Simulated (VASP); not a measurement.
# Ti (P6/mmm) in VASP: further runs

The runs below take Ti through single point, with LDA.

All numbers are computed with VASP 6.6.1; they aren't measurements. Logs are shortened: lines on timing, memory, paths and dates and some standing lists are left out, and cuts for length are marked.

### Step 1. The cell of the first run

It takes space group P6/mmm (No. 191, hexagonal). The conventional cell has a = 4.542 Å, b = 4.542 Å, c = 2.820 Å, α = 90.00°, β = 90.00°, γ = 120.00°. Within 3.7 Å of Ti (site symmetry 6/mmm) lie 14 Ti at 2.82 to 2.98 Å. Ti (site symmetry -6m2) has 11 Ti at 2.62 to 2.98 Å within 3.5 Å.

This isn't the form of Ti at room conditions, which is hcp.

### Step 2. Single point, LDA (16.79 Å³/atom)

Contents of INCAR:

```
ALGO     = Fast           # electronic algorithm
EDIFF    = 1E-6           # SCF threshold, eV
ENCUT    = 520            # plane-wave cutoff, eV
GGA      = CA             # functional
ISIF     = 2              # what is computed and relaxed
ISMEAR   = 0              # smearing method
LASPH    = T              # aspherical terms in the spheres
LCHARG   = F              # write CHGCAR
LREAL    = F              # projectors in reciprocal space
LWAVE    = F              # write WAVECAR
NBANDS   = 25             # bands
NELM     = 100            # most SCF steps
PREC     = Accurate       # precision mode
SIGMA    = 0.1            # smearing width, eV
```

Contents of KPOINTS:

```
k-points
0
Gamma
  12 12 14
```

Contents of POSCAR:

```
Ti
1.0
    4.5419701225      0.0000000028      0.0000000000
   -2.2709850637      3.9334615079      0.0000000000
    0.0000000000      0.0000000000      2.8201035105
Ti
3
Direct
    0.0000000000      0.0000000000      0.0000000000
    0.3333333333      0.6666666667      0.5000000000
    0.6666666667      0.3333333333      0.5000000000
```

Potentials or basis: VASP PAW LDA potentials, release 64 (Ti_sv).

Run with:

```sh
cat potpaw_LDA.64/Ti_sv/POTCAR > POTCAR
mpirun -np 1 vasp_std > vasp.out
```

OUTCAR:

```text
EDIFF = 1E-6
   ENCUT = 520
   GGA = CA
   ISIF = 2
   ISMEAR = 0
   LASPH = T
   LREAL = F
   NELM = 100
   PREC = Accurate

 ion  position               nearest neighbor table
   1  0.000  0.000  0.000-
   2  0.333  0.667  0.500-   3 2.62   3 2.62   3 2.62
   3  0.667  0.333  0.500-   2 2.62   2 2.62   2 2.62

  LATTYP: Found a hexagonal cell.
 ALAT       =     4.5419701225
 C/A-ratio  =     0.6208987365

  Lattice vectors:

 A1 = (   4.5419701225,   0.0000000028,   0.0000000000)
 A2 = (  -2.2709850637,   3.9334615079,   0.0000000000)
 A3 = (   0.0000000000,   0.0000000000,   2.8201035105)

Analysis of symmetry for initial positions (statically):
=====================================================================
 Subroutine PRICEL returns:
 Original cell was already a primitive cell.

 Routine SETGRP: Setting up the symmetry group for a
 hexagonal supercell.

 Subroutine GETGRP returns: Found 24 space group operations
 (whereof 24 operations were pure point group operations)
 out of a pool of 24 trial point group operations.

The static configuration has the point symmetry D_6h.

Analysis of symmetry for dynamics (positions and initial velocities):
=====================================================================
 Subroutine PRICEL returns:
 Original cell was already a primitive cell.

 Routine SETGRP: Setting up the symmetry group for a
 hexagonal supercell.

 Subroutine GETGRP returns: Found 24 space group operations
 (whereof 24 operations were pure point group operations)
 out of a pool of 24 trial point group operations.

The dynamic configuration has the point symmetry D_6h.

 Subroutine INISYM returns: Found 24 space group operations
 (whereof 24 operations are pure point group operations),
 and found     1 'primitive' translations

----------------------------------------------------------------------------------------

                                     Primitive cell

  volume of cell :      50.3830

  direct lattice vectors                    reciprocal lattice vectors
     4.541970123  0.000000003  0.000000000     0.220168775  0.127114502  0.000000000
    -2.270985064  3.933461508  0.000000000    -0.000000000  0.254229004  0.000000000
     0.000000000  0.000000000  2.820103511     0.000000000  0.000000000  0.354596913

  length of vectors
     4.541970123  4.541970122  2.820103511     0.254229004  0.254229004  0.354596913

  position of ions in fractional coordinates (direct lattice)
     0.000000000  0.000000000  0.000000000
     0.333333333  0.666666667  0.500000000
     0.666666667  0.333333333  0.500000000

  ion indices of the primitive-cell ions
   primitive index   ion index
                 1           1
                 2           2
                 3           3

----------------------------------------------------------------------------------------

 KPOINTS: k-points

Automatic generation of k-mesh.
 Grid dimensions read from file:
 generate k-points for:   12   12   14

 Generating k-lattice:

  Cartesian coordinates                     Fractional coordinates (reciprocal lattice)
     0.018347398  0.010592875  0.000000000     0.083333333 -0.000000000  0.000000000
    -0.000000000  0.021185750  0.000000000    -0.000000000  0.083333333  0.000000000
     0.000000000  0.000000000  0.025328351     0.000000000  0.000000000  0.071428571

  Length of vectors
     0.021185750  0.021185750  0.025328351

  Shift w.r.t. Gamma in fractional coordinates (k-lattice)
     0.000000000  0.000000000  0.000000000

 Subroutine IBZKPT returns following result:
 ===========================================

 Found    152 irreducible k-points:

 Following reciprocal coordinates:
            Coordinates               Weight
  0.000000  0.000000  0.000000      1.000000
  0.083333  0.000000  0.000000      6.000000
  0.166667  0.000000  0.000000      6.000000
  0.250000  0.000000  0.000000      6.000000
  0.333333 -0.000000  0.000000      6.000000
  0.416667  0.000000  0.000000      6.000000
[... 16 lines left out ...]
  0.250000  0.000000  0.071429     12.000000
  0.333333 -0.000000  0.071429     12.000000
 [... further k-points ...]
   k-points           NKPTS =    152   k-points in BZ     NKDIM =    152   number of bands    NBANDS=     25
   number of dos      NEDOS =    301   number of ions     NIONS =      3
   total plane-waves  NPLWV =  31104
   dimension x,y,z NGX =    36 NGY =   36 NGZ =   24
   dimension x,y,z NGXF=    72 NGYF=   72 NGZF=   48
   ions per type =               3
   NGX,Y,Z   is equivalent  to a cutoff of  13.18, 13.18, 14.15 a.u.
   NGXF,Y,Z  is equivalent  to a cutoff of  26.35, 26.35, 28.30 a.u.
 SYSTEM =  unknown system
   PREC   = accura    normal or accurate (medium, high low for compatibility)
   ISTART =      0    job   : 0-new  1-cont  2-samecut
   ICHARG =      2    charge: 1-file 2-atom 10-const
   ISPIN  =      1    spin polarized calculation?
   LNONCOLLINEAR =      F non collinear calculations
   LSORBIT =      F    spin-orbit coupling
   LASPH  =      T    aspherical Exc in radial PAW
   ENCUT  =  520.0 eV  38.22 Ry    6.18 a.u.   8.45  8.45  5.24*2*pi/ulx,y,z
   NELM   =    100;   NELMIN=  2; NELMDL= -5     # of ELM steps
   EDIFF  = 0.1E-05   stopping-criterion for ELM
   LREAL  =      F    real-space projection
   EDIFFG = 0.1E-04   stopping-criterion for IOM
   NSW    =      0    number of steps for IOM
   IBRION =     -1    ionic relax: 0-MD 1-quasi-New 2-CG
   NFREE  =      0    steps in history (QN), initial steepest desc. (CG)
   ISIF   =      2    stress and relaxation
   ISYM   =      2    0-nonsym 1-usesym 2-fastsym
   POTIM  = 0.5000    time-step for ionic-motion
   TEBEG  =    0.0;   TEEND  =   0.0 temperature during run
   PSTRESS=    0.0 pullay stress
   NELECT =      36.0000    total number of electrons
   NUPDOWN=      -1.0000    fix difference up-down
   EMIN   =  10.00;   EMAX   =-10.00  energy-range for DOS
   EFERMI =   0.00;   METHOD = LEGACY
   ISMEAR =     0;   SIGMA  =   0.10  broadening in eV -4-tet -1-fermi 0-gaus
   EFERMI_NEDOS =   21; number of points for ismear=-14 and -15
   IALGO  =     68    algorithm
   IMIX   =      4    mixing-type and parameters
     AMIX     =   0.40;   BMIX     =  1.00
     AMIX_MAG =   1.60;   BMIX_MAG =  1.00
  volume/ion in A,a.u.               =      16.79       113.33
  Fermi-wavevector in a.u.,A,eV,Ry     =   1.463573  2.765751 29.144286  2.142045
  Thomas-Fermi vector in A             =   2.579651
   LORBIT       =      0    0 simple, 1 ext, 2 COOP (PROOUT), +10 PAW based schemes
   GGA     = CA    functional components
   LHFCALC =     F    Hartree Fock is set to
   AEXX    =    0.0000 exact exchange contribution
   IVDW    =     0    specifies the selected vdW correction
   LEPSILON=     F    determine dielectric tensor
   LRPA    =     F    only Hartree local field effects (RPA)
 non-spin polarized calculation
 RMM-DIIS sequential band-by-band and
 Gauss-broadening in eV      SIGMA  =   0.10
  energy-cutoff  :      520.00
  volume of cell :       50.38
 maximum number of plane-waves:      1402
 NGX is ok and might be reduce to    36
   NGX = 17   NGY = 17   NGZ = 11

 number of electron      35.9999999 magnetization

 Free energy of the ion-electron system (eV)
  ---------------------------------------------------
  ext. energy  EPLUGINS =         0.00000000
  ---------------------------------------------------
  free energy    TOTEN  =       -25.66305438 eV

  energy without entropy =      -25.64849737  energy(sigma->0) =      -25.65577587

 E-fermi :   8.3331     XC(G=0): -11.9458

 val. band max:        8.3166125961   @ k =   0.3333   0.1667   0.0714
 cond. band min:       8.3420441541   @ k =   0.2500   0.2500   0.3571
 fundamental gap:      0.0254315580
 Fermi energy:         8.3330530329

 k-point     1 :       0.0000    0.0000    0.0000
  band No.  band energies     occupation
      1     -47.8218      2.00000
      2     -47.5545      2.00000
      3     -47.3697      2.00000
      4     -24.5322      2.00000
      5     -24.5322      2.00000
      6     -24.4297      2.00000
[... 17 lines left out ...]
     24      10.2173      0.00000
     25      10.2266      0.00000

 k-point     2 :       0.0833    0.0000    0.0000
  band No.  band energies     occupation
      1     -47.8205      2.00000
      2     -47.5527      2.00000
      3     -47.3728      2.00000
      4     -24.5601      2.00000
      5     -24.5547      2.00000
      6     -24.4013      2.00000
[... 17 lines left out ...]
     24       9.9622      0.00000
     25      10.4436      0.00000

 k-point     3 :       0.1667    0.0000    0.0000
  band No.  band energies     occupation
      1     -47.8172      2.00000
      2     -47.5473      2.00000
      3     -47.3819      2.00000
      4     -24.6080      2.00000
      5     -24.5795      2.00000
      6     -24.3521      2.00000
[... 17 lines left out ...]
     24       9.8609      0.00000
     25      10.7482      0.00000

 k-point     4 :       0.2500    0.0000    0.0000
  band No.  band energies     occupation
      1     -47.8128      2.00000
      2     -47.5381      2.00000
      3     -47.3960      2.00000
      4     -24.6528      2.00000
      5     -24.5818      2.00000
      6     -24.3055      2.00000
[... 17 lines left out ...]
     24      10.1230      0.00000
     25      10.9649      0.00000
[... 477 lines left out ...]
 k-point    22 :       0.1667    0.0000    0.0714
  band No.  band energies     occupation
      1     -47.8136      2.00000
      2     -47.5449      2.00000
      3     -47.3791      2.00000
      4     -24.6011      2.00000
      5     -24.5738      2.00000
      6     -24.3510      2.00000
[... 17 lines left out ...]
     24       9.8961      0.00000
     25      10.7812      0.00000

 k-point    23 :       0.2500    0.0000    0.0714
  band No.  band energies     occupation
      1     -47.8094      2.00000
      2     -47.5355      2.00000
      3     -47.3931      2.00000
      4     -24.6451      2.00000
      5     -24.5768      2.00000
      6     -24.3059      2.00000
[... 17 lines left out ...]
     24      10.1048      0.00000
     25      11.3220      0.00000

 k-point    24 :       0.3333   -0.0000    0.0714
  band No.  band energies     occupation
      1     -47.8053      2.00000
      2     -47.5230      2.00000
      3     -47.4102      2.00000
      4     -24.6795      2.00000
      5     -24.5561      2.00000
      6     -24.2703      2.00000
[... 17 lines left out ...]
     24      10.4220      0.00000
     25      10.9909      0.00000

 [... further k-points ...]
[... 5 lines left out ...]
  --------------------------------------------------------------------------------------
  -------------------------------------------------------------------------------------
  Total       -2.1338211     -2.1338211     -2.1166744      0.0000000      0.0000000      0.0000000
  in kB      -67.8553903    -67.8553903    -67.3101269      0.0000000      0.0000000      0.0000000
  external PRESSURE =     -67.6736358 kB  Pullay stress =       0.0000000 kB

 VOLUME and BASIS-vectors are now :
 -----------------------------------------------------------------------------
  energy-cutoff  :      520.00
  volume of cell :       50.38
      direct lattice vectors                 reciprocal lattice vectors
     4.541970123  0.000000003  0.000000000     0.220168775  0.127114502  0.000000000
    -2.270985064  3.933461508  0.000000000    -0.000000000  0.254229004  0.000000000
     0.000000000  0.000000000  2.820103511     0.000000000  0.000000000  0.354596913

 POSITION                                       TOTAL-FORCE (eV/Angst)
 -----------------------------------------------------------------------------------
      0.00000      0.00000      0.00000         0.000000     -0.000000     -0.000000
     -0.00000      2.62231      1.41005        -0.000000      0.000000      0.000000
      2.27099      1.31115      1.41005         0.000000     -0.000000     -0.000000
 -----------------------------------------------------------------------------------
    total drift:                                0.000000      0.000000     -0.000000

  FREE ENERGIE OF THE ION-ELECTRON SYSTEM (eV)
  ---------------------------------------------------
  free  energy   TOTEN  =       -25.6630543837 eV

  energy  without entropy=      -25.6484973662  energy(sigma->0) =      -25.65577587
```

Wall time 5.3 min (1 thread of Intel Xeon 6975P-C (Granite Rapids), shared host); peak memory 0.25 GiB.

Results:

- Free energy: -25.6631 eV
- Pressure: -6.8 GPa
- Band gap on the k mesh: zero (bands 18 and 19 overlap by 0.33 eV)

Caveat: the cell stands under tension.

### Step 3. Single point, LDA (17.27 Å³/atom)

This run uses another cell than the first one, of 17.27 Å³/atom.

Contents of INCAR:

```
SYSTEM = Ti
PREC = Accurate
ENCUT = 520
EDIFF = 1E-6
ISMEAR = 0
SIGMA = 0.1
LREAL = .False.
LASPH = .True.
NELM = 60
ALGO = Fast
ISIF = 2
LWAVE = .False.
LCHARG = .False.
NBANDS = 25
```

Contents of KPOINTS:

```
Automatic mesh
0
Gamma
  12 12 14
  0 0 0
```

Contents of POSCAR:

```
Ti
1.0
    4.5844209019      0.0000000028      0.0000000000
   -2.2922104534      3.9702249613      0.0000000000
    0.0000000000      0.0000000000      2.8464611458
Ti
3
Direct
    0.0000000000      0.0000000000      0.0000000000
    0.3333333333      0.6666666667      0.5000000000
    0.6666666667      0.3333333333      0.5000000000
```

Potentials or basis: VASP PAW LDA potentials, release 64 (Ti_sv).

Run with:

```sh
cat potpaw_LDA.64/Ti_sv/POTCAR > POTCAR
mpirun -np 1 vasp_std > vasp.out
```

Run time: 4.6 min. Hardware: 1 thread of Intel Xeon 6975P-C (Granite Rapids), shared host; peak memory 0.26 GiB.

Results (log left out):

```
Free energy            : -25.5911 eV
Pressure               : -9.5 GPa
Band gap on the k mesh : zero (bands 18 and 19 overlap by 0.30 eV)
```

Stress tensor (GPa, compression positive):
```
-9.46  0.00  0.00
 0.00 -9.46  0.00
 0.00  0.00 -9.57
```

Levels at points of the mesh, in eV from the Fermi level:
```
           k point  band 15  band 16  band 17  band 18  band 19  band 20  band 21  band 22
(0.00, 0.00, 0.00)    -0.68    -0.68    -0.56    -0.56    -0.03     0.66     1.25     1.25
(0.50, 0.00, 0.00)    -2.58    -0.41    -0.40    -0.35     0.05     0.52     0.97     1.21
(0.00, 0.00, 0.50)    -2.05    -1.67    -1.59    -1.59     1.05     1.05     1.20     1.20
(0.50, 0.00, 0.50)    -1.65    -1.14    -0.63    -0.63     0.33     0.78     0.94     1.01
```

Caveat: the cell stands under tension.
